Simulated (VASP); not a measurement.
# Si2Ni (Fm-3m) in VASP: notebook

The runs below take Si2Ni through single point, with PBE.

Program: VASP 6.6.1. These are calculated values, not measurements. Logs are shortened: lines on timing, memory, paths and dates and some standing lists are left out, and cuts for length are marked.

## 1. The cell of the first run

Symmetry: Fm-3m, No. 225, cubic system. The conventional cell has a = 5.406 Å, b = 5.406 Å, c = 5.406 Å, α = 90.00°, β = 90.00°, γ = 90.00°. Within 3.1 Å of Si (site symmetry -43m) lie 4 Ni at 2.34 Å and 6 Si at 2.70 Å. Within 3.1 Å of Ni (site symmetry m-3m) lie 8 Si at 2.34 Å.

## 2. Single point, PBE, collinear spin, ferromagnetic start

INCAR

```
  ALGO = Normal
  EDIFF = 1E-6
  ENCUT = 600
  GGA = PE
  GGA_COMPAT = F
  ISIF = 2
  ISMEAR = 0
  ISPIN = 2
  LASPH = T
  LCHARG = T
  LELF = T
  LMAXMIX = 4
  LORBIT = 11
  LREAL = F
  LVHAR = T
  LWAVE = F
  MAGMOM = 0 0 1.5
  NBANDS = 20
  NELM = 200
  PREC = Accurate
  SIGMA = 0.5
```

KPOINTS

```
k-points
0
Gamma
  11 11 11
```

POSCAR

```
Si2Ni
1.0
    0.0000000000      2.7030000000      2.7030000000
    2.7030000000      0.0000000000      2.7030000000
    2.7030000000      2.7030000000      0.0000000000
Si Ni
2 1
Direct
    0.2500000000      0.2500000000      0.2500000000
    0.7500000000      0.7500000000      0.7500000000
    0.0000000000      0.0000000000      0.0000000000
```

Potentials or basis: VASP PAW PBE potentials, release 64 (Si, Ni).

Command:

```console
$ cat potpaw_PBE.64/Si/POTCAR potpaw_PBE.64/Ni/POTCAR > POTCAR
$ mpirun -np 1 vasp_std > vasp.out
```

OUTCAR:

```text
EDIFF = 1E-6
   ENCUT = 600
   GGA = PE
   ISIF = 2
   ISMEAR = 0
   ISPIN = 2
   LASPH = T
   LORBIT = 11
   LREAL = F
   NELM = 200
   PREC = Accurate

 ion  position               nearest neighbor table
   1  0.250  0.250  0.250-   3 2.34   3 2.34   3 2.34   3 2.34   2 2.70   2 2.70   2 2.70   2 2.70
                             2 2.70   2 2.70
   2  0.750  0.750  0.750-   3 2.34   3 2.34   3 2.34   3 2.34   1 2.70   1 2.70   1 2.70   1 2.70
                             1 2.70   1 2.70
   3  0.000  0.000  0.000-   2 2.34   1 2.34   2 2.34   1 2.34   2 2.34   2 2.34   1 2.34   1 2.34

  LATTYP: Found a face centered cubic cell.
 ALAT       =     5.4060000000

  Lattice vectors:

 A1 = (   0.0000000000,   2.7030000000,   2.7030000000)
 A2 = (   2.7030000000,   0.0000000000,   2.7030000000)
 A3 = (   2.7030000000,   2.7030000000,   0.0000000000)

Analysis of symmetry for initial positions (statically):
=====================================================================
 Subroutine PRICEL returns:
 Original cell was already a primitive cell.

 Routine SETGRP: Setting up the symmetry group for a
 face centered cubic supercell.

 Subroutine GETGRP returns: Found 48 space group operations
 (whereof 48 operations were pure point group operations)
 out of a pool of 48 trial point group operations.

The static configuration has the point symmetry O_h .

Analysis of symmetry for dynamics (positions and initial velocities):
=====================================================================
 Subroutine PRICEL returns:
 Original cell was already a primitive cell.

 Routine SETGRP: Setting up the symmetry group for a
 face centered cubic supercell.

 Subroutine GETGRP returns: Found 48 space group operations
 (whereof 48 operations were pure point group operations)
 out of a pool of 48 trial point group operations.

The dynamic configuration has the point symmetry O_h .

Analysis of structural, dynamic, and magnetic symmetry:
=====================================================================
 Subroutine PRICEL returns:
 Original cell was already a primitive cell.

 Routine SETGRP: Setting up the symmetry group for a
 face centered cubic supercell.

 Subroutine GETGRP returns: Found 48 space group operations
 (whereof 48 operations were pure point group operations)
 out of a pool of 48 trial point group operations.

The overall configuration has the point symmetry O_h .

 Subroutine INISYM returns: Found 48 space group operations
 (whereof 48 operations are pure point group operations),
 and found     1 'primitive' translations

----------------------------------------------------------------------------------------

                                     Primitive cell

  volume of cell :      39.4974

  direct lattice vectors                    reciprocal lattice vectors
     0.000000000  2.703000000  2.703000000    -0.184979652  0.184979652  0.184979652
     2.703000000  0.000000000  2.703000000     0.184979652 -0.184979652  0.184979652
     2.703000000  2.703000000  0.000000000     0.184979652  0.184979652 -0.184979652

  length of vectors
     3.822619259  3.822619259  3.822619259     0.320394156  0.320394156  0.320394156

  position of ions in fractional coordinates (direct lattice)
     0.250000000  0.250000000  0.250000000
     0.750000000  0.750000000  0.750000000
     0.000000000  0.000000000  0.000000000

  ion indices of the primitive-cell ions
   primitive index   ion index
                 1           1
                 2           2
                 3           3

----------------------------------------------------------------------------------------

 KPOINTS: k-points

Automatic generation of k-mesh.
 Grid dimensions read from file:
 generate k-points for:   11   11   11

 Generating k-lattice:

  Cartesian coordinates                     Fractional coordinates (reciprocal lattice)
    -0.016816332  0.016816332  0.016816332     0.090909091  0.000000000  0.000000000
     0.016816332 -0.016816332  0.016816332     0.000000000  0.090909091  0.000000000
     0.016816332  0.016816332 -0.016816332     0.000000000  0.000000000  0.090909091

  Length of vectors
     0.029126741  0.029126741  0.029126741

  Shift w.r.t. Gamma in fractional coordinates (k-lattice)
     0.000000000  0.000000000  0.000000000

 Subroutine IBZKPT returns following result:
 ===========================================

 Found     56 irreducible k-points:

 Following reciprocal coordinates:
            Coordinates               Weight
  0.000000  0.000000  0.000000      1.000000
  0.090909  0.000000  0.000000      8.000000
  0.181818  0.000000  0.000000      8.000000
  0.272727  0.000000  0.000000      8.000000
  0.363636  0.000000  0.000000      8.000000
  0.454545  0.000000  0.000000      8.000000
[... 16 lines left out ...]
 -0.272727  0.181818  0.000000     24.000000
 -0.181818  0.181818  0.000000     12.000000
 [... further k-points ...]
   k-points           NKPTS =     56   k-points in BZ     NKDIM =     56   number of bands    NBANDS=     20
   number of dos      NEDOS =    301   number of ions     NIONS =      3
   total plane-waves  NPLWV =  32768
   dimension x,y,z NGX =    32 NGY =   32 NGZ =   32
   dimension x,y,z NGXF=    64 NGYF=   64 NGZF=   64
   ions per type =               2   1
   NGX,Y,Z   is equivalent  to a cutoff of  13.92, 13.92, 13.92 a.u.
   NGXF,Y,Z  is equivalent  to a cutoff of  27.83, 27.83, 27.83 a.u.
 SYSTEM =  unknown system
   PREC   = accura    normal or accurate (medium, high low for compatibility)
   ISTART =      0    job   : 0-new  1-cont  2-samecut
   ICHARG =      2    charge: 1-file 2-atom 10-const
   ISPIN  =      2    spin polarized calculation?
   LNONCOLLINEAR =      F non collinear calculations
   LSORBIT =      F    spin-orbit coupling
   LASPH  =      T    aspherical Exc in radial PAW
   ENCUT  =  600.0 eV  44.10 Ry    6.64 a.u.   7.63  7.63  7.63*2*pi/ulx,y,z
   NELM   =    200;   NELMIN=  2; NELMDL= -5     # of ELM steps
   EDIFF  = 0.1E-05   stopping-criterion for ELM
   LREAL  =      F    real-space projection
   EDIFFG = 0.1E-04   stopping-criterion for IOM
   NSW    =      0    number of steps for IOM
   IBRION =     -1    ionic relax: 0-MD 1-quasi-New 2-CG
   NFREE  =      0    steps in history (QN), initial steepest desc. (CG)
   ISIF   =      2    stress and relaxation
   ISYM   =      2    0-nonsym 1-usesym 2-fastsym
   POTIM  = 0.5000    time-step for ionic-motion
   TEBEG  =    0.0;   TEEND  =   0.0 temperature during run
   PSTRESS=    0.0 pullay stress
   NELECT =      18.0000    total number of electrons
   NUPDOWN=      -1.0000    fix difference up-down
   EMIN   =  10.00;   EMAX   =-10.00  energy-range for DOS
   EFERMI =   0.00;   METHOD = LEGACY
   ISMEAR =     0;   SIGMA  =   0.50  broadening in eV -4-tet -1-fermi 0-gaus
   EFERMI_NEDOS =   21; number of points for ismear=-14 and -15
   IALGO  =     38    algorithm
   IMIX   =      4    mixing-type and parameters
     AMIX     =   0.40;   BMIX     =  1.00
     AMIX_MAG =   1.60;   BMIX_MAG =  1.00
  volume/ion in A,a.u.               =      13.17        88.85
  Fermi-wavevector in a.u.,A,eV,Ry     =   1.259823  2.380721 21.594550  1.587155
  Thomas-Fermi vector in A             =   2.393364
   LORBIT       =     11    0 simple, 1 ext, 2 COOP (PROOUT), +10 PAW based schemes
   GGA     = PE    functional components
   LHFCALC =     F    Hartree Fock is set to
   AEXX    =    0.0000 exact exchange contribution
   IVDW    =     0    specifies the selected vdW correction
   LEPSILON=     F    determine dielectric tensor
   LRPA    =     F    only Hartree local field effects (RPA)
 spin polarized calculation
 Gauss-broadening in eV      SIGMA  =   0.50
  energy-cutoff  :      600.00
  volume of cell :       39.50
 maximum number of plane-waves:      1363
   NGX = 15   NGY = 15   NGZ = 15

 number of electron      18.0000004 magnetization      -0.0003422

 number of electron      18.0000004 magnetization       0.0000451

 Free energy of the ion-electron system (eV)
  ---------------------------------------------------
  ext. energy  EPLUGINS =         0.00000000
  ---------------------------------------------------
  free energy    TOTEN  =       -17.41445498 eV

  energy without entropy =      -17.30641646  energy(sigma->0) =      -17.36043572

 E-fermi :  10.4038     XC(G=0): -11.5881

 val. band max:       10.3840625763   @ k =  -0.4545   0.4545   0.0909
 cond. band min:      10.4346567008   @ k =   0.2727   0.1818   0.0000
 fundamental gap:      0.0505941244
 Fermi energy:        10.4038370686

 spin component 1

 k-point     1 :       0.0000    0.0000    0.0000
  band No.  band energies     occupation
      1      -3.4003      1.00000
      2       5.2445      1.00000
      3       5.2445      1.00000
      4       5.2445      1.00000
      5       6.9343      1.00000
      6       6.9343      1.00000
[... 12 lines left out ...]
     19      19.6232      0.00000
     20      23.3409      0.00000
[... 507 lines left out ...]
 k-point    24 :      -0.1818    0.1818    0.0000
  band No.  band energies     occupation
      1      -2.1137      1.00000
      2       3.4135      1.00000
      3       5.0214      1.00000
      4       5.7611      1.00000
      5       6.5461      1.00000
      6       7.0438      1.00000
[... 12 lines left out ...]
     19      23.4991      0.00000
     20      25.0900      0.00000

 [... further k-points ...]

 spin component 2

 k-point     1 :       0.0000    0.0000    0.0000
  band No.  band energies     occupation
      1      -3.4003      1.00000
      2       5.2445      1.00000
      3       5.2445      1.00000
      4       5.2445      1.00000
      5       6.9344      1.00000
      6       6.9344      1.00000
[... 12 lines left out ...]
     19      19.6231      0.00000
     20      23.3409      0.00000
[... 507 lines left out ...]
 k-point    24 :      -0.1818    0.1818    0.0000
  band No.  band energies     occupation
      1      -2.1137      1.00000
      2       3.4135      1.00000
      3       5.0214      1.00000
      4       5.7611      1.00000
      5       6.5462      1.00000
      6       7.0439      1.00000
[... 12 lines left out ...]
     19      23.4991      0.00000
     20      25.0899      0.00000

 [... further k-points ...]
[... 5 lines left out ...]
  --------------------------------------------------------------------------------------
  -------------------------------------------------------------------------------------
  Total        0.8287190      0.8287190      0.8287190     -0.0000000      0.0000000      0.0000000
  in kB       33.6162878     33.6162878     33.6162878     -0.0000000      0.0000000      0.0000000
  external PRESSURE =      33.6162878 kB  Pullay stress =       0.0000000 kB

 VOLUME and BASIS-vectors are now :
 -----------------------------------------------------------------------------
  energy-cutoff  :      600.00
  volume of cell :       39.50
      direct lattice vectors                 reciprocal lattice vectors
     0.000000000  2.703000000  2.703000000    -0.184979652  0.184979652  0.184979652
     2.703000000  0.000000000  2.703000000     0.184979652 -0.184979652  0.184979652
     2.703000000  2.703000000  0.000000000     0.184979652  0.184979652 -0.184979652

 POSITION                                       TOTAL-FORCE (eV/Angst)
 -----------------------------------------------------------------------------------
      1.35150      1.35150      1.35150         0.000000      0.000000     -0.000000
      4.05450      4.05450      4.05450        -0.000000     -0.000000      0.000000
      0.00000      0.00000      0.00000         0.000000      0.000000      0.000000
 -----------------------------------------------------------------------------------
    total drift:                                0.000000     -0.000000      0.000000

  FREE ENERGIE OF THE ION-ELECTRON SYSTEM (eV)
  ---------------------------------------------------
  free  energy   TOTEN  =       -17.4144549819 eV

  energy  without entropy=      -17.3064164561  energy(sigma->0) =      -17.36043572

 total charge

# of ion       s       p       d       tot
------------------------------------------
    1        0.741   0.845   0.000   1.586
    2        0.741   0.845   0.000   1.586
    3        0.559   0.798   8.449   9.806
--------------------------------------------------
tot          2.042   2.488   8.449  12.978

 magnetization (x)

# of ion       s       p       d       tot
------------------------------------------
    1       -0.000  -0.000   0.000  -0.000
    2       -0.000  -0.000   0.000  -0.000
    3       -0.000  -0.000   0.000   0.000
--------------------------------------------------
tot         -0.000  -0.000   0.000   0.000
```

Run time: 63 s. Hardware: 1 thread of Intel Xeon Platinum 8488C (Sapphire Rapids), shared host; peak memory 0.25 GiB.

Results:

```yaml
Free_energy: -17.4145 eV
Pressure: 3.4 GPa
Band_gap_on_the_k_mesh: zero (filled and empty bands overlap)
Net_moment: 0.00 μB per cell
Valence_electrons_inside_the_program's_atomic_spheres: Si 1.59; Ni 9.81
```

Caveat: the cell stands under pressure; so wide a smearing shifts energies and pressures; the moments typed at the start vanished in this run.

## 3. Single point, PBE, collinear spin, ferromagnetic start

INCAR

```
SYSTEM = Si2Ni
PREC = Accurate
ENCUT = 600
EDIFF = 1E-6
ISMEAR = 0
SIGMA = 0.3
LREAL = .False.
LASPH = .True.
NELM = 200
ALGO = Normal
ISIF = 2
LWAVE = .False.
LCHARG = .False.
ISPIN = 2
MAGMOM = 0 0 1.5
LORBIT = 11
LMAXMIX = 4
GGA = PE
NBANDS = 20
GGA_COMPAT = .False.
```

KPOINTS

```
regular mesh
0
Gamma
  11 11 11
  0 0 0
```

POSCAR is that of step 2.

Potentials or basis: VASP PAW PBE potentials, release 64 (Si, Ni).

Command:

```console
$ cat potpaw_PBE.64/Si/POTCAR potpaw_PBE.64/Ni/POTCAR > POTCAR
$ mpirun -np 1 vasp_std > vasp.out
```

OUTCAR:

```text
SYSTEM = Si2Ni
   PREC = Accurate
   ENCUT = 600
   EDIFF = 1E-6
   ISMEAR = 0
   LREAL = .False.
   LASPH = .True.
   NELM = 200
   ISIF = 2
   ISPIN = 2
   LORBIT = 11
   GGA = PE

 ion  position               nearest neighbor table
   1  0.250  0.250  0.250-   3 2.34   3 2.34   3 2.34   3 2.34   2 2.70   2 2.70   2 2.70   2 2.70
                             2 2.70   2 2.70
   2  0.750  0.750  0.750-   3 2.34   3 2.34   3 2.34   3 2.34   1 2.70   1 2.70   1 2.70   1 2.70
                             1 2.70   1 2.70
   3  0.000  0.000  0.000-   2 2.34   1 2.34   2 2.34   1 2.34   2 2.34   2 2.34   1 2.34   1 2.34

[... 1332 lines left out ...]
  energy-cutoff  :      600.00
  volume of cell :       39.50
      direct lattice vectors                 reciprocal lattice vectors
     0.000000000  2.703000000  2.703000000    -0.184979652  0.184979652  0.184979652
     2.703000000  0.000000000  2.703000000     0.184979652 -0.184979652  0.184979652
     2.703000000  2.703000000  0.000000000     0.184979652  0.184979652 -0.184979652

 POSITION                                       TOTAL-FORCE (eV/Angst)
 -----------------------------------------------------------------------------------
      1.35150      1.35150      1.35150        -0.000000     -0.000000     -0.000000
      4.05450      4.05450      4.05450         0.000000      0.000000      0.000000
      0.00000      0.00000      0.00000        -0.000000     -0.000000     -0.000000
 -----------------------------------------------------------------------------------
    total drift:                                0.000000     -0.000000      0.000000

  FREE ENERGIE OF THE ION-ELECTRON SYSTEM (eV)
  ---------------------------------------------------
  free  energy   TOTEN  =       -17.3794265839 eV

  energy  without entropy=      -17.3395760452  energy(sigma->0) =      -17.35950131

 total charge

# of ion       s       p       d       tot
------------------------------------------
    1        0.741   0.845   0.000   1.586
    2        0.741   0.845   0.000   1.586
    3        0.559   0.800   8.448   9.807
--------------------------------------------------
tot          2.041   2.490   8.448  12.978

 magnetization (x)

# of ion       s       p       d       tot
------------------------------------------
    1       -0.000  -0.000   0.000  -0.000
    2       -0.000  -0.000   0.000  -0.000
    3       -0.000  -0.000   0.000   0.000
--------------------------------------------------
tot         -0.000  -0.000   0.000   0.000
```

OSZICAR:

```text
N       E                     dE             d eps       ncg     rms          rms(c)
DAV:   1     0.813180733463E+02    0.81318E+02   -0.78304E+03  4496   0.100E+03
DAV:   2    -0.133713164473E+02   -0.94689E+02   -0.84648E+02  4684   0.217E+02
DAV:   3    -0.190465357706E+02   -0.56752E+01   -0.55189E+01  5352   0.535E+01
DAV:   4    -0.191379426004E+02   -0.91407E-01   -0.91213E-01  5296   0.602E+00
DAV:   5    -0.191398244800E+02   -0.18819E-02   -0.18817E-02  5308   0.960E-01    0.178E+01
DAV:   6    -0.241118433667E+02   -0.49720E+01   -0.30352E+01  5080   0.119E+02    0.245E+01
DAV:   7    -0.175038104081E+02    0.66080E+01   -0.93402E+00  5692   0.739E+01    0.349E+00
DAV:   8    -0.174239169015E+02    0.79894E-01   -0.10775E+00  6052   0.151E+01    0.265E+00
DAV:   9    -0.173819693959E+02    0.41948E-01   -0.20926E-01  5516   0.755E+00    0.653E-01
DAV:  10    -0.173792843312E+02    0.26851E-02   -0.92165E-03  6416   0.164E+00    0.302E-01
DAV:  11    -0.173793795246E+02   -0.95193E-04   -0.11781E-03  6196   0.354E-01    0.162E-01
DAV:  12    -0.173794201101E+02   -0.40585E-04   -0.10276E-04  5480   0.124E-01    0.536E-02
DAV:  13    -0.173794246677E+02   -0.45576E-05   -0.18210E-05  5232   0.573E-02    0.168E-02
DAV:  14    -0.173794265862E+02   -0.19185E-05   -0.62222E-06  5104   0.375E-02    0.862E-03
DAV:  15    -0.173794265839E+02    0.23435E-08   -0.11349E-06  4600   0.807E-03
   1 F= -.17379427E+02 E0= -.17359501E+02  d E =-.398505E-01  mag=     0.0000
```

stdout:

```text
POSCAR found type information on POSCAR SiNi
 POSCAR found :  2 types and       3 ions
 scaLAPACK will be used
 LDA part: xc-table for (Slater+PW92), standard interpolation
 POSCAR, INCAR and KPOINTS ok, starting setup
 FFT: planning ... GRIDC
 FFT: planning ... GRID_SOFT
 FFT: planning ... GRID
 WAVECAR not read
 entering main loop
```

Wall time 62 s (1 thread of Intel Xeon Platinum 8488C (Sapphire Rapids), shared host); peak memory 0.25 GiB.

What came out:

| Quantity | Value |
| --- | --- |
| Free energy | -17.3794 eV |
| Pressure | 3.2 GPa |
| Band gap on the k mesh | zero (filled and empty bands overlap) |
| Net moment | 0.00 μB per cell |
| Valence electrons inside the program's atomic spheres | Si 1.59; Ni 9.81 |

Levels at points of the mesh, in eV from the Fermi level:
Spin up:
| k point | band 7 | band 8 | band 9 | band 10 | band 11 | band 12 |
| --- | --- | --- | --- | --- | --- | --- |
| (0.00, 0.00, 0.00) | -0.27 | 1.72 | 1.72 | 1.72 | 2.31 | 2.31 |
Spin down:
```tsv
k point	band 5	band 6	band 7	band 8	band 9	band 10	band 11	band 12	band 13	band 14
(0.00, 0.00, 0.00)	-3.49	-3.49	-0.27	1.72	1.72	1.72	2.31	2.31	2.31	4.75
```

Caveat: the cell stands under pressure; so wide a smearing shifts energies and pressures; the moments typed at the start vanished in this run.

The gap in the log of VASP goes by the Fermi energy; the results here count the filled bands.